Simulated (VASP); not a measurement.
ZrTi2B3, 6 atoms in the cell. It takes space group P-3m1 (No. 164, trigonal). The conventional cell has a = 3.325 Å, b = 3.325 Å, c = 7.935 Å, α = 90.00°, β = 90.00°, γ = 120.00°. Within 3.2 Å of Zr (site symmetry -3m) lie 6 B at 2.42 Å. Ti (site symmetry 3m) has 6 B at 2.29 Å within 3.0 Å. Within 3.0 Å of B (site symmetry 3m) lie 3 Ti at 2.29 Å and 3 Zr at 2.42 Å. B (site symmetry -3m) has 6 Ti at 2.29 Å within 3.0 Å. 

```yaml
Program: VASP 6.6.1
Task: single point
Functional: PBE
Potentials_or_basis: VASP PAW PBE potentials, release 64 (Zr_sv, Ti_sv, B)
Cutoff: 520 eV
k_mesh: 12 × 12 × 4
Occupations: gaussian, width 0.1 eV
Spin: no spin polarisation
Dipole_correction: no
Further_INCAR_settings: ALGO = Normal; EDIFF = 1e-06; NBANDS = 32
```

Potentials or basis: VASP PAW PBE potentials, release 64 (Zr_sv, Ti_sv, B).

Command:

```bash
$ cat potpaw_PBE.64/Zr_sv/POTCAR potpaw_PBE.64/Ti_sv/POTCAR potpaw_PBE.64/B/POTCAR > POTCAR
$ mpirun -np 1 vasp_std > vasp.out
```

Hardware: 1 thread of Intel(R) Xeon(R) Platinum 8375C CPU @ 2.90GHz (Ice Lake) (shared host).

Task: Estimate the wall time of this run.

Result: Wall time 3 min on 1 thread of Intel(R) Xeon(R) Platinum 8375C CPU @ 2.90GHz (Ice Lake) (shared host), peak memory 0.31 GiB. Counts: scf iterations 16, k points 69.
